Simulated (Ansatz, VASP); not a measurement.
## Mg: VASP beside Ansatz

POSCAR

```
Mg
1.0
    3.2092715325      0.0000000000      0.0000000000
   -1.6046357662      2.7793106748      0.0000000000
    0.0000000000      0.0000000000      5.2103300000
Mg
2
Direct
    0.3333333333      0.6666666667      0.2500000000
    0.6666666667      0.3333333333      0.7500000000
```

File INCAR.step1:

```
PREC     = Accurate       # precision mode
ENCUT    = 520            # plane-wave cutoff, eV
ISMEAR   = -1             # smearing method
SIGMA    = 0.08           # smearing width, eV
LREAL    = False          # projectors in reciprocal space
LASPH    = True           # aspherical terms in the spheres
NELM     = 60             # most SCF steps
NBANDS   = 9              # bands
GGA      = PE             # functional
ALGO     = Normal         # electronic algorithm
EDIFF    = 1E-4           # SCF threshold, eV
LWAVE    = True           # write WAVECAR
LCHARG   = False          # write CHGCAR
```

Contents of INCAR.step2:

```
PREC     = Accurate       # precision mode
ENCUT    = 520            # plane-wave cutoff, eV
EDIFF    = 1E-8           # SCF threshold, eV
ISMEAR   = -1             # smearing method
SIGMA    = 0.08           # smearing width, eV
LREAL    = False          # projectors in reciprocal space
LASPH    = True           # aspherical terms in the spheres
NELM     = 60             # most SCF steps
ALGO     = Normal         # electronic algorithm
ISIF     = 2              # what is computed and relaxed
LWAVE    = False          # write WAVECAR
LCHARG   = False          # write CHGCAR
METAGGA  = R2SCAN         # meta-GGA
LMIXTAU  = True         
LEFG     = True         
NBANDS   = 9              # bands
ISTART   = 1
```

File KPOINTS:

```
Automatic mesh
0
Gamma
  12 12 7
```

Input for Ansatz:

```yaml
crystal:
  lattice:
    - [3.2092715325, 0.0, 0.0]
    - [-1.6046357662, 2.7793106748, 0.0]
    - [0.0, 0.0, 5.21033]
  atoms:
    - { symbol: Mg, position: [0.3333333333, 0.6666666667, 0.25] }
    - { symbol: Mg, position: [0.6666666667, 0.3333333333, 0.75] }
kpoints:
  mp_grid: { grid: [12, 12, 7] }
  band_path:
    path:
      - [0.0, 0.0, 0.0]
      - [0.5, 0.0, 0.0]
      - [0.3333333333, 0.3333333333, 0.0]
      - [0.0, 0.0, 0.0]
      - [0.0, 0.0, 0.5]
      - [0.5, 0.0, 0.5]
      - [0.3333333333, 0.3333333333, 0.5]
      - [0.0, 0.0, 0.5]
      - [0.5, 0.0, 0.5]
    npoints: 5
scf:
  occupations: { method: fermi_dirac, width: 0.08 }
hamiltonian:
  xc: r2scan
  pseudopotentials: { kind: paw }
output:
  forces: true
  stress: true
  eigenvalues: true
  efg: { contact_densities: true }
```

Alike in both runs: task electric field gradients; functional r2SCAN; k mesh 12 × 12 × 7; occupations fermi-dirac, width 0.08 eV; no spin polarisation.

|  | VASP | Ansatz |
| --- | --- | --- |
| version | VASP 6.6.1 | Ansatz 0.2.0 |
| potentials or method | VASP PAW PBE potentials, release 64 (Mg) | PAW with Ansatz's default frozen-core files, scalar-relativistic |
| plane-wave cutoff (eV) | 520 | 500 |
| valence electrons in the cell | 4 | 20 |

VASP gave:

```
pressure (GPa)                                                : -1.4
traceless stress, the component that is largest in VASP (GPa) : -0.57
size of Vzz on the site where it differs most (V/Å²)          : 0.9
```

**Question.** What did Ansatz give for the same quantities?

**Answer.** Pressure (GPa): -1.1; traceless stress, the component that is largest in VASP (GPa): -0.57; size of Vzz on the site where it differs most (V/Å²): 0.9.

VASP's potentials were made for PBE, not for r2SCAN. With one functional, cell and mesh, what is left measures potentials, basis and numerics. VASP's potentials hold 4 valence electrons a cell and Ansatz's 20, so a difference there can come from the potentials and not from the codes.
